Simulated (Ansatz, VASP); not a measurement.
# BaTe in VASP and in Ansatz

POSCAR

```
BaTe
1.0
    0.0000000000      3.4100000000      3.4100000000
    3.4100000000      0.0000000000      3.4100000000
    3.4100000000      3.4100000000      0.0000000000
Ba Te
1 1
Direct
    0.0146627566     -0.0146627566     -0.0439882698
    0.5000000000      0.5000000000      0.5000000000
```

Contents of INCAR.step1:

```
PREC     = Accurate       # precision mode
ENCUT    = 520            # plane-wave cutoff, eV
ISMEAR   = 0              # smearing method
SIGMA    = 0.05           # smearing width, eV
LREAL    = False          # projectors in reciprocal space
LASPH    = True           # aspherical terms in the spheres
NELM     = 100            # most SCF steps
NBANDS   = 15             # bands
GGA      = PE             # functional
ALGO     = Normal         # electronic algorithm
EDIFF    = 1E-4           # SCF threshold, eV
LWAVE    = True           # write WAVECAR
LCHARG   = False          # write CHGCAR
```

The input INCAR.step2:

```
PREC     = Accurate       # precision mode
ENCUT    = 520            # plane-wave cutoff, eV
EDIFF    = 1E-6           # SCF threshold, eV
ISMEAR   = 0              # smearing method
SIGMA    = 0.05           # smearing width, eV
LREAL    = False          # projectors in reciprocal space
LASPH    = True           # aspherical terms in the spheres
NELM     = 100            # most SCF steps
ALGO     = Normal         # electronic algorithm
ISIF     = 2              # what is computed and relaxed
LWAVE    = False          # write WAVECAR
LCHARG   = False          # write CHGCAR
METAGGA  = R2SCAN         # meta-GGA
LMIXTAU  = True         
NBANDS   = 15             # bands
ISTART   = 1
```

Contents of KPOINTS:

```
regular mesh
0
Gamma
  8 8 8
```

Input for Ansatz:

```yaml
crystal:
  lattice:
    - [0.0, 3.41, 3.41]
    - [3.41, 0.0, 3.41]
    - [3.41, 3.41, 0.0]
  atoms:
    - { symbol: Ba, position: [0.0146627566, -0.0146627566, -0.0439882698] }
    - { symbol: Te, position: [0.5, 0.5, 0.5] }
basis:
  ecutwfc: 500
kpoints:
  mp_grid: { grid: [8, 8, 8] }
hamiltonian:
  xc: r2scan
scf:
  occupations: { method: gaussian, width: 0.05 }
output:
  forces: true
  stress: true
  eigenvalues: true
```

Alike in both runs: task single point; functional r2SCAN; k mesh 8 × 8 × 8; occupations gaussian, width 0.05 eV; no spin polarisation.

|  | VASP | Ansatz |
| --- | --- | --- |
| version | VASP 6.6.1 | Ansatz 0.2.0 |
| potentials or method | VASP PAW PBE potentials, release 64 (Ba_sv, Te), cutoff 520 eV | scalar-relativistic, plane waves, PAW |
| valence electrons in the cell | 16 | 26 |

Ansatz gave:

| Quantity | Value |
| --- | --- |
| gap on the k mesh at the Fermi level (eV) | 1.89 |
| least direct gap on the mesh (eV) | 2.17 |
| pressure (GPa) | 4.5 |
| traceless stress, the component that is largest in VASP (GPa) | 1.07 |
| rms of the force components (eV/Å) | 0.443 |

Q: Which values does VASP return?

A: gap on the k mesh at the Fermi level (eV): 1.80; least direct gap on the mesh (eV): 2.11; pressure (GPa): 5.0; traceless stress, the component that is largest in VASP (GPa): 1.13; rms of the force components (eV/Å): 0.463.

VASP's potentials were made for PBE, not for r2SCAN. Atom by atom the forces differ by 0.020 eV/Å (rms over components). VASP's potentials hold 16 valence electrons a cell and Ansatz's 26, so a difference there can come from the potentials and not from the codes.

Neither program's run includes spin-orbit coupling.
